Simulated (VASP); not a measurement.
Set up this calculation in VASP 6.6.1, as the native input.

| Quantity | Value |
| --- | --- |
| Task | single point |
| Functional | PBE |
| Potentials or basis | VASP PAW PBE potentials, release 64 (Al, Pt) |
| Cutoff | 520 eV |
| k mesh | 3 × 3 × 1 |
| Occupations | fermi-dirac, width 0.15 eV |
| Spin | no spin polarisation |
| Dipole correction | no |
| Further INCAR settings | ALGO = Normal; EDIFF = 1e-06; NBANDS = 35 |

The structure of Al12Pt lies in POSCAR:

```
Al12Pt
1.0
    5.7275650000      0.0000000000      0.0000000000
    2.8637820000      4.9602170000      0.0000000000
    0.0000000000      0.0000000000     16.6765370000
Al Pt
12 1
Direct
    0.1666666208      0.1666667003      0.0599644878
    0.6666667081      0.1666667003      0.0599644878
    0.1666666712      0.6666665995      0.0599644878
    0.6666667585      0.6666665995      0.0599644878
   -0.1655284718      0.3346428191      0.2012585706
    0.3308842416      0.3346399966      0.2012597699
   -0.1654767913      0.8309463074      0.2012308671
    0.3332868512      0.8334205943      0.1969056885
   -0.0245784806      0.0123095421      0.3385347929
    0.5122621667      0.0123051068      0.3385393502
   -0.0000091496      0.5000186484      0.3425437188
    0.5121650142      0.4756676976      0.3386325350
    0.3331193332      0.8337332822      0.4326278291
```

These files were run (other wordings do the same):

INCAR

```
  ALGO = Normal
  EDIFF = 1E-6
  ENCUT = 520
  GGA = PE
  ISIF = 2
  ISMEAR = -1
  LASPH = T
  LCHARG = T
  LELF = T
  LREAL = F
  LVHAR = T
  LWAVE = F
  NBANDS = 35
  NELM = 60
  PREC = Accurate
  SIGMA = 0.15
```

KPOINTS

```
k-points
0
Gamma
  3 3 1
```

Potentials or basis: VASP PAW PBE potentials, release 64 (Al, Pt).

Command:

```bash
$ cat potpaw_PBE.64/Al/POTCAR potpaw_PBE.64/Pt/POTCAR > POTCAR
$ mpirun -np 1 vasp_std > vasp.out
```

Results of the run:

The largest force is 0.187 eV/Å and the band gap on the k mesh is 0.01 eV, indirect (least direct gap 0.11 eV).

Caveat: the k points lie up to 0.42 Å⁻¹ apart; spin-orbit coupling is left out, which moves the levels of the heavy elements.

It took 2.1 min on 1 thread of Intel(R) Xeon(R) 6975P-C (Granite Rapids), with other jobs on the host, peak memory 0.61 GiB.
